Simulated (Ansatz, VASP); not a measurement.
## Two plane-wave programs on Zn

```
Zn
1.0
     2.66553    0.00000    0.00000
    -1.33277    2.30842    0.00000
     0.00000    0.00000    4.89679
Zn
2
Direct
  0.33333 0.66667 0.25000
  0.66667 0.33333 0.75000
```

Alike in both runs: functional PBE; k mesh 10 × 10 × 4; no spin polarisation.

Ansatz relaxed the structure, and its values are those at the end. VASP's run is a single point on that final structure, the one shown.

|  | VASP | Ansatz |
| --- | --- | --- |
| version | VASP 6.6.1 | Ansatz 0.2.0 |
| potentials or method | VASP PAW PBE potentials, release 64 (Zn) | plane waves, PAW |
| plane-wave cutoff (eV) | 520 | 420 |
| occupations | gaussian, width 0.1 eV | gaussian |
| valence electrons in the cell | 24 | 24 |

|  | VASP | Ansatz | Ansatz less VASP |
| --- | --- | --- | --- |
| pressure (GPa) | 0.3 | 0.0 | -0.34 |

Ansatz's warnings: stress scf threshold loose.
